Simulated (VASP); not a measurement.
Crystal: CaSnCl6.

```
Ca Sn Cl
1.0
     4.72315    2.72691    3.06461
    -4.72315    2.72691    3.06461
     0.00000   -5.45382    3.06461
Ca Sn Cl
1 1 6
Direct
  0.00000 0.00000 0.00000
  0.50000 0.50000 0.50000
  0.58298 0.26425 0.21942
  0.26425 0.21942 0.58298
  0.78058 0.41702 0.73575
  0.73575 0.78058 0.41702
  0.41702 0.73575 0.78058
  0.21942 0.58298 0.26425
```

```yaml
Program: VASP 6.6.1
Task: relaxation of cell and atoms
Functional: PBEsol
Potentials_or_basis: VASP PAW PBE potentials, release 64 (Ca_sv, Sn_d, Cl)
Cutoff: 600 eV
k_mesh: 4 × 4 × 4
Occupations: fermi-dirac, width 0.03 eV
Spin: no spin polarisation
```

At the start: pressure 3.9 GPa; volume 29.60 Å³/atom.

Q: How do energy, volume and symmetry change on relaxing?

A: Over 49 steps the energy falls by 406.8 meV/atom and the volume is 33.78 Å³/atom (+14.1 %); space group R-3 (No. 148, to 0.1 Å) before and after.

The path:
| step | energy change (eV) | largest force (eV/Å) | pressure (GPa) | volume (Å³) |
| --- | --- | --- | --- | --- |
| 1 | 0.0000 | 2.6338 | 3.86 | 236.83 |
| 3 | -0.7819 | 0.5566 | -2.57 | 253.12 |
| 5 | -1.8612 | 0.4756 | -0.18 | 203.29 |
| 7 | -1.7912 | 0.8227 | 1.58 | 198.30 |
| 9 | -1.8159 | 0.7882 | 2.80 | 190.63 |
| 11 | -1.9472 | 0.3141 | 1.09 | 188.98 |
| 13 | -2.0096 | 0.2485 | -0.88 | 199.14 |
| 15 | -2.0744 | 0.4670 | 0.77 | 198.12 |
| 17 | -2.1420 | 0.4341 | 0.67 | 200.22 |
| 19 | -2.4908 | 0.3745 | 1.59 | 208.54 |
| 21 | -2.7575 | 0.8129 | 4.38 | 215.16 |
| 23 | -2.7681 | 0.8918 | 4.73 | 217.05 |
| 25 | -2.8431 | 0.9065 | 4.06 | 227.67 |
| 27 | -3.0200 | 0.5780 | 2.30 | 233.07 |
| 29 | -3.1297 | 0.3945 | -0.15 | 242.36 |
| 31 | -3.1725 | 0.2893 | -0.02 | 242.85 |
| 33 | -3.1730 | 0.2683 | 0.79 | 244.87 |
| 35 | -3.2169 | 0.1065 | 0.19 | 245.47 |
| 37 | -3.2257 | 0.1353 | -0.20 | 250.73 |
| 39 | -3.2321 | 0.0860 | 0.12 | 253.11 |
| 41 | -3.2409 | 0.0613 | 0.00 | 257.08 |
| 43 | -3.2497 | 0.0906 | -0.36 | 275.27 |
| 45 | -3.2540 | 0.0266 | 0.03 | 269.86 |
| 47 | -3.2540 | 0.0253 | 0.02 | 269.85 |
| 49 | -3.2544 | 0.0079 | -0.01 | 270.21 |

Final structure:
```
Ca Sn Cl
1.0
     5.84720    3.37588    2.28145
    -5.84720    3.37588    2.28145
     0.00000   -6.75176    2.28145
Ca Sn Cl
1 1 6
Direct
  0.00000 0.00000 0.00000
  0.50000 0.50000 0.50000
  0.46892 0.23719 0.14380
  0.23719 0.14380 0.46892
  0.85620 0.53108 0.76281
  0.76281 0.85620 0.53108
  0.53108 0.76281 0.85620
  0.14380 0.46892 0.23719
```

Caveat: the PAW data sets were made with another functional, which shifts forces and pressure a little.
